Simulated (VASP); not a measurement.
The system is VWC2.

```
CELL_PARAMETERS angstrom
1.51704 0.87586 4.93389
-1.51704 0.87586 4.93389
0.00000 -1.75173 4.93389
ATOMIC_POSITIONS crystal
W 0.00000 0.00000 0.00000
V 0.50000 0.50000 0.50000
C 0.24649 0.24649 0.24649
C 0.75351 0.75351 0.75351
```

```yaml
Program: VASP 6.6.1
Task: relaxation of cell and atoms
Functional: PBEsol
Dispersion: D3(BJ)
Potentials_or_basis: VASP PAW PBE potentials, release 64 (W_sv, V_sv, C)
Cutoff: 600 eV
k_mesh: 10 × 10 × 10
Occupations: fermi-dirac, width 0.05 eV
Spin: collinear spin, ferromagnetic start
Starting_moments: "[0.0, 2.0, 0.0, 0.0] μB"
```

At the start: pressure -16.9 GPa; volume 9.83 Å³/atom.

**Question.** How do energy, volume and symmetry change on relaxing?

**Answer.** Over 9 steps the energy falls by 26.4 meV/atom and the volume is 9.35 Å³/atom (-4.9 %); space group R-3m (No. 166, to 0.1 Å) before and after; moment 0.00 μB per cell.

Step by step:
```
step  energy change (eV)  largest force (eV/Å)  pressure (GPa)  volume (Å³)
   1              0.0000                0.0895          -16.85        39.33
   2              0.4191                0.9230           49.29        33.73
   3             -0.1038                0.1723           -0.72        37.51
   4             -0.1039                0.1818           -0.16        37.45
   5             -0.1039                0.1879            0.23        37.41
   6             -0.1054                0.0028            0.32        37.37
   7             -0.1054                0.0045            0.35        37.37
   8             -0.1053                0.0122           -0.65        37.47
   9             -0.1054                0.0015           -0.05        37.41
```

Final structure:
```xyz
4
Lattice="1.4930 0.8620 4.8440 -1.4930 0.8620 4.8440 0.0000 -1.7240 4.8440" Properties=species:S:1:pos:R:3 pbc="T T T"
W     0.0000    0.0000    0.0000
V     0.0000    0.0000    7.2660
C     0.0000    0.0000    3.5755
C     0.0000    0.0000   10.9564
```

Caveat: the moments typed at the start vanished in this run; the PAW data sets were made with another functional, which shifts forces and pressure a little.
